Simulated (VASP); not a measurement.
Write the native input for VASP 6.6.1 that does the following.

| Quantity | Value |
| --- | --- |
| Task | single point |
| Functional | PBEsol |
| Potentials or basis | VASP PAW PBE potentials, release 64 (As) |
| Cutoff | 520 eV |
| k mesh | 8 × 8 × 6 |
| Occupations | fermi-dirac, width 0.05 eV |
| Spin | no spin polarisation |
| Dipole correction | no |
| Further INCAR settings | ALGO = Normal; EDIFF = 1e-06; NBANDS = 18 |

The structure of As lies in POSCAR:

```
As
1.0
    1.7877446484     -5.3877235979      0.0000000000
    1.7877446484      5.3877235979      0.0000000000
    0.0000000000      0.0000000000      4.3787499060
As
4
Direct
    0.3900000000      0.6100000000      0.5600000000
    0.8900000000      0.1100000000      0.9400000000
    0.6100000000      0.3900000000      0.4400000000
    0.1100000000      0.8900000000      0.0600000000
```

The input as run:

INCAR

```
SYSTEM = As
  PREC = Accurate
  ENCUT = 520
  EDIFF = 1E-6
  ISMEAR = -1
  SIGMA = 0.05
  LREAL = .FALSE.
  LASPH = .TRUE.
  NELM = 60
  ALGO = Normal
  ISIF = 2
  LWAVE = .FALSE.
  LCHARG = .FALSE.
  GGA = PS
  NBANDS = 18
```

KPOINTS

```
Automatic mesh
0
G
  8 8 6
  0 0 0
```

Potentials or basis: VASP PAW PBE potentials, release 64 (As).

Command:

```sh
$ cat potpaw_PBE.64/As/POTCAR > POTCAR
$ mpirun -np 1 vasp_std > vasp.out
```

Results of the run:

The pressure is 5.2 GPa and the largest force is 0.625 eV/Å. The band gap on the k mesh is zero (bands 10 and 11 overlap by 0.12 eV).

Caveat: the cell stands under pressure; the PAW data sets were made with another functional, which shifts forces and pressure a little.

Wall time 2.2 min on 1 thread of Intel Xeon 8259CL, with other jobs on the host, peak memory 0.29 GiB.
